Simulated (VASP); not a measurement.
# Mo3N in VASP: relaxation of the atoms with PBE

Aim: the relaxation of the atoms of Mo3N with PBE.

Everything below comes from runs of VASP 6.6.1. Logs are shortened: lines on timing, memory, paths and dates and some standing lists are left out, and cuts for length are marked.

## Step 1: The cell of the first run

The cell holds a slab with vacuum, 8 atoms: a = 4.470 Å, b = 4.470 Å, c = 20.860 Å, α = 90.00°, β = 90.00°, γ = 120.00°.

## Step 2: Relaxation of the atoms, PBE

File INCAR:

```
SYSTEM = Mo3N
PREC = Accurate
ENCUT = 520
EDIFF = 1E-6
ISMEAR = 0
SIGMA = 0.1
LREAL = .FALSE.
LASPH = .TRUE.
NELM = 100
ALGO = Fast
ISIF = 2
LWAVE = .FALSE.
LCHARG = .FALSE.
LDIPOL = .TRUE.
IDIPOL = 3
DIPOL = 0.5 0.5 0.344
GGA = PE
IBRION = 2
NSW = 36
EDIFFG = -0.025
```

File KPOINTS:

```
Automatic mesh
0
G
  6 6 1
  0 0 0
```

File POSCAR:

```
Mo3N
1.0
    4.4695765303      0.0000000000      0.0000000000
   -2.2347882651      3.8707668194      0.0000000000
    0.0000000000      0.0000000000     20.8595667262
Mo N
6 2
Selective dynamics
Direct
    0.6666666667      0.3333333333      0.1917585371  F F F
    0.3333333333      0.6666666667      0.2354961900  F F F
    0.0000000000      0.0000000000      0.2792338429  F F F
    0.6666666667      0.3333333333      0.3191171057  F F F
    0.3333333333      0.6666666667      0.3580407041  F F F
    0.0000000000      0.0000000000      0.3959606081  F F F
    0.3333333333      0.6666666667      0.4588295491  F F T
    0.3333333333      0.6666666667      0.5115631468  F F T
```

Potentials or basis: VASP PAW PBE potentials, release 64 (Mo_sv, N).

Run with:

```sh
cat potpaw_PBE.64/Mo_sv/POTCAR potpaw_PBE.64/N/POTCAR > POTCAR
mpirun -np 1 vasp_std > vasp.out
```

OUTCAR:

```text
SYSTEM = Mo3N
   PREC = Accurate
   ENCUT = 520
   EDIFF = 1E-6
   ISMEAR = 0
   LREAL = .FALSE.
   LASPH = .TRUE.
   NELM = 100
   ISIF = 2
   GGA = PE
   IBRION = 2
   NSW = 36
   EDIFFG = -0.025

 ion  position               nearest neighbor table
   1  0.667  0.333  0.192-   4 2.66   2 2.74   2 2.74   2 2.74   3 3.16   3 3.16   3 3.16
   2  0.333  0.667  0.235-   5 2.56   3 2.74   1 2.74   1 2.74   3 2.74   3 2.74   1 2.74   4 3.11
                             4 3.11   4 3.11
   3  0.000  0.000  0.279-   6 2.43   4 2.71   4 2.71   4 2.71   2 2.74   2 2.74   2 2.74   5 3.06
                             5 3.06   5 3.06   1 3.16   1 3.16   1 3.16
   4  0.667  0.333  0.319-   1 2.66   5 2.71   5 2.71   5 2.71   3 2.71   3 2.71   3 2.71   6 3.04
                             6 3.04   6 3.04   2 3.11   2 3.11   2 3.11
   5  0.333  0.667  0.358-   7 2.10   2 2.56   6 2.70   6 2.70   6 2.70   4 2.71   4 2.71   4 2.71
                             3 3.06   3 3.06   3 3.06
   6  0.000  0.000  0.396-   3 2.43   5 2.70   5 2.70   5 2.70   4 3.04   4 3.04   4 3.04
   7  0.333  0.667  0.459-   8 1.10   5 2.10
   8  0.333  0.667  0.512-   7 1.10

  LATTYP: Found a hexagonal cell.
 ALAT       =     4.4695765303
 C/A-ratio  =     4.6670118712

  Lattice vectors:

 A1 = (   4.4695765303,   0.0000000000,   0.0000000000)
 A2 = (  -2.2347882651,   3.8707668194,   0.0000000000)
 A3 = (   0.0000000000,   0.0000000000,  20.8595667262)

Analysis of symmetry for initial positions (statically):
=====================================================================
 Subroutine PRICEL returns:
 Original cell was already a primitive cell.

 Routine SETGRP: Setting up the symmetry group for a
 hexagonal supercell.

 Subroutine GETGRP returns: Found  6 space group operations
 (whereof  6 operations were pure point group operations)
 out of a pool of 24 trial point group operations.

The static configuration has the point symmetry C_3v.

Analysis of symmetry for dynamics (positions and initial velocities):
=====================================================================
 Subroutine PRICEL returns:
 Original cell was already a primitive cell.

 Routine SETGRP: Setting up the symmetry group for a
 hexagonal supercell.

 Subroutine GETGRP returns: Found  6 space group operations
 (whereof  6 operations were pure point group operations)
 out of a pool of 24 trial point group operations.

The dynamic configuration has the point symmetry C_3v.

Analysis of constrained symmetry for selective dynamics:
=====================================================================
 Subroutine PRICEL returns:
 Original cell was already a primitive cell.

 Routine SETGRP: Setting up the symmetry group for a
 hexagonal supercell.

 Subroutine GETGRP returns: Found  6 space group operations
 (whereof  6 operations were pure point group operations)
 out of a pool of 24 trial point group operations.

The constrained configuration has the point symmetry C_3v.

 Subroutine INISYM returns: Found  6 space group operations
 (whereof  6 operations are pure point group operations),
 and found     1 'primitive' translations

----------------------------------------------------------------------------------------

                                     Primitive cell

  volume of cell :     360.8849

  direct lattice vectors                    reciprocal lattice vectors
     4.469576530  0.000000000  0.000000000     0.223734842  0.129173371  0.000000000
    -2.234788265  3.870766819  0.000000000     0.000000000  0.258346743  0.000000000
     0.000000000  0.000000000 20.859566726     0.000000000  0.000000000  0.047939634

  length of vectors
     4.469576530  4.469576530 20.859566726     0.258346743  0.258346743  0.047939634

  position of ions in fractional coordinates (direct lattice)
     0.666666667  0.333333333  0.191758537
     0.333333333  0.666666667  0.235496190
     0.000000000  0.000000000  0.279233843
     0.666666667  0.333333333  0.319117106
     0.333333333  0.666666667  0.358040704
[... 56 lines left out ...]
   NGX,Y,Z   is equivalent  to a cutoff of  13.39, 13.39, 12.75 a.u.
   NGXF,Y,Z  is equivalent  to a cutoff of  26.78, 26.78, 25.50 a.u.
 SYSTEM =  Mo3N
   PREC   = accura    normal or accurate (medium, high low for compatibility)
   ISTART =      0    job   : 0-new  1-cont  2-samecut
   ICHARG =      2    charge: 1-file 2-atom 10-const
   ISPIN  =      1    spin polarized calculation?
   LNONCOLLINEAR =      F non collinear calculations
   LSORBIT =      F    spin-orbit coupling
   LASPH  =      T    aspherical Exc in radial PAW
   ENCUT  =  520.0 eV  38.22 Ry    6.18 a.u.   8.31  8.31 38.78*2*pi/ulx,y,z
   NELM   =    100;   NELMIN=  2; NELMDL= -5     # of ELM steps
   EDIFF  = 0.1E-05   stopping-criterion for ELM
   LREAL  =      F    real-space projection
   EDIFFG = -.3E-01   stopping-criterion for IOM
   NSW    =     36    number of steps for IOM
   IBRION =      2    ionic relax: 0-MD 1-quasi-New 2-CG
   NFREE  =      1    steps in history (QN), initial steepest desc. (CG)
   ISIF   =      2    stress and relaxation
   ISYM   =      2    0-nonsym 1-usesym 2-fastsym
   POTIM  = 0.5000    time-step for ionic-motion
   TEBEG  =    0.0;   TEEND  =   0.0 temperature during run
   PSTRESS=    0.0 pullay stress
   NELECT =      94.0000    total number of electrons
   NUPDOWN=      -1.0000    fix difference up-down
   EMIN   =  10.00;   EMAX   =-10.00  energy-range for DOS
   EFERMI =   0.00;   METHOD = LEGACY
   ISMEAR =     0;   SIGMA  =   0.10  broadening in eV -4-tet -1-fermi 0-gaus
   EFERMI_NEDOS =   21; number of points for ismear=-14 and -15
   IALGO  =     68    algorithm
   IMIX   =      4    mixing-type and parameters
     AMIX     =   0.40;   BMIX     =  1.00
     AMIX_MAG =   1.60;   BMIX_MAG =  1.00
  volume/ion in A,a.u.               =      45.11       304.42
  Fermi-wavevector in a.u.,A,eV,Ry     =   1.045509  1.975726 14.872388  1.093090
  Thomas-Fermi vector in A             =   2.180308
   LORBIT       =      0    0 simple, 1 ext, 2 COOP (PROOUT), +10 PAW based schemes
   GGA     = PE    functional components
   LHFCALC =     F    Hartree Fock is set to
   AEXX    =    0.0000 exact exchange contribution
   IVDW    =     0    specifies the selected vdW correction
   LEPSILON=     F    determine dielectric tensor
   LRPA    =     F    only Hartree local field effects (RPA)
 conjugate gradient relaxation of ions
 non-spin polarized calculation
 RMM-DIIS sequential band-by-band and
 Gauss-broadening in eV      SIGMA  =   0.10
  energy-cutoff  :      520.00
  volume of cell :      360.88
 maximum number of plane-waves:      9745
 NGX is ok and might be reduce to    36
   NGX = 17   NGY = 17   NGZ = 77

 dipolmoment           0.000000      0.000000     -0.012981 electrons x Angstroem

--------------------------------------- Ionic step        1  -------------------------------------------

 number of electron      94.0000012 magnetization

 Free energy of the ion-electron system (eV)
  ---------------------------------------------------
  ext. energy  EPLUGINS =         0.00000000
  ---------------------------------------------------
  free energy    TOTEN  =       -75.49030714 eV

  energy without entropy =      -75.44221351  energy(sigma->0) =      -75.46626032

------------------------ aborting loop because EDIFF is reached ----------------------------------------

  FORCE on cell =-STRESS in cart. coord.  units (eV):
  Direction    XX          YY          ZZ          XY          YZ          ZX
  --------------------------------------------------------------------------------------
  -------------------------------------------------------------------------------------
  Total       -3.9495586     -3.9495586      7.8501910     -0.0000000      0.0000000      0.0000000
  in kB      -17.5343825    -17.5343825     34.8515528     -0.0000000      0.0000000      0.0000000
  external PRESSURE =      -0.0724041 kB  Pullay stress =       0.0000000 kB
[... 29 lines left out ...]
--------------------------------------- Ionic step        2  -------------------------------------------

 number of electron      94.0000013 magnetization

 E-fermi :  -0.1070     XC(G=0):  -5.1604

 val. band max:       -0.1120227857   @ k =   0.3333   0.1667   0.0000
 cond. band min:      -0.1065284029   @ k =   0.3333   0.3333   0.0000
 fundamental gap:      0.0054943828
 Fermi energy:        -0.1070325691

 k-point     1 :       0.0000    0.0000    0.0000
  band No.  band energies     occupation
      1     -61.3055      2.00000
      2     -61.0684      2.00000
      3     -61.0455      2.00000
      4     -60.8966      2.00000
      5     -60.8481      2.00000
      6     -60.6930      2.00000
[... 479 lines left out ...]
  FREE ENERGIE OF THE ION-ELECTRON SYSTEM (eV)
  ---------------------------------------------------
  free  energy   TOTEN  =       -73.9170207967 eV

  energy  without entropy=      -73.8609102560  energy(sigma->0) =      -73.88896553

[... ionic steps 4 to 7 ...]

--------------------------------------- Ionic step        8  -------------------------------------------

 number of electron      94.0000013 magnetization

------------------------ aborting loop because EDIFF is reached ----------------------------------------
[... 79 lines left out ...]
--------------------------------------- Ionic step       10  -------------------------------------------

 number of electron      94.0000013 magnetization

 dipolmoment           0.000000      0.000000      0.120100 electrons x Angstroem

 Free energy of the ion-electron system (eV)
  ---------------------------------------------------
  ext. energy  EPLUGINS =         0.00000000
  ---------------------------------------------------
  free energy    TOTEN  =       -75.66086722 eV

  energy without entropy =      -75.61110634  energy(sigma->0) =      -75.63598678

 E-fermi :   0.6957     XC(G=0):  -5.0771

 val. band max:        0.6801869416   @ k =   0.5000   0.0000   0.0000
 cond. band min:       0.7130607571   @ k =   0.1667   0.1667   0.0000
 fundamental gap:      0.0328738155
 Fermi energy:         0.6957313899

 k-point     1 :       0.0000    0.0000    0.0000
  band No.  band energies     occupation
      1     -60.5132      2.00000
      2     -60.2708      2.00000
      3     -60.2510      2.00000
      4     -60.1275      2.00000
      5     -60.0621      2.00000
      6     -59.9054      2.00000
[... 402 lines left out ...]
     55       1.9059      0.00000
     56       2.5325      0.00000

------------------------ aborting loop because EDIFF is reached ----------------------------------------

 vacuum level on the upper side and lower side of the slab       (xc-potential included)         0.601        -0.624

  FORCE on cell =-STRESS in cart. coord.  units (eV):
  Direction    XX          YY          ZZ          XY          YZ          ZX
  --------------------------------------------------------------------------------------
  -------------------------------------------------------------------------------------
  Total       -4.1438126     -4.1438126     -0.1426702     -0.0000000      0.0000000      0.0000000
  in kB      -18.3967886    -18.3967886     -0.6333958     -0.0000000      0.0000000      0.0000000
  external PRESSURE =     -12.4756576 kB  Pullay stress =       0.0000000 kB
[... 23 lines left out ...]
  FREE ENERGIE OF THE ION-ELECTRON SYSTEM (eV)
  ---------------------------------------------------
  free  energy   TOTEN  =       -75.6608672157 eV

  energy  without entropy=      -75.6111063385  energy(sigma->0) =      -75.63598678

 reached required accuracy - stopping structural energy minimisation

 vacuum level on the upper side and lower side of the slab         5.548         4.290
```

It took 49 min on 1 thread of Oxide Virtual Turin-like, shared host; peak memory 0.54 GiB.

Results:

```
Free energy            : -75.6609 eV
Band gap on the k mesh : zero (filled and empty bands touch)
```

Final structure:
```
Mo N
1.0
     4.46958    0.00000    0.00000
    -2.23479    3.87077    0.00000
     0.00000    0.00000   20.85957
Mo N
6 2
Direct
  0.66667 0.33333 0.19176
  0.33333 0.66667 0.23550
  0.00000 0.00000 0.27923
  0.66667 0.33333 0.31912
  0.33333 0.66667 0.35804
  0.00000 0.00000 0.39596
  0.33333 0.66667 0.45846
  0.33333 0.66667 0.51373
```

Caveat: the standard files for N, O and F lose accuracy on very short bonds.

The gap in the log of VASP goes by the Fermi energy; the results here count the filled bands.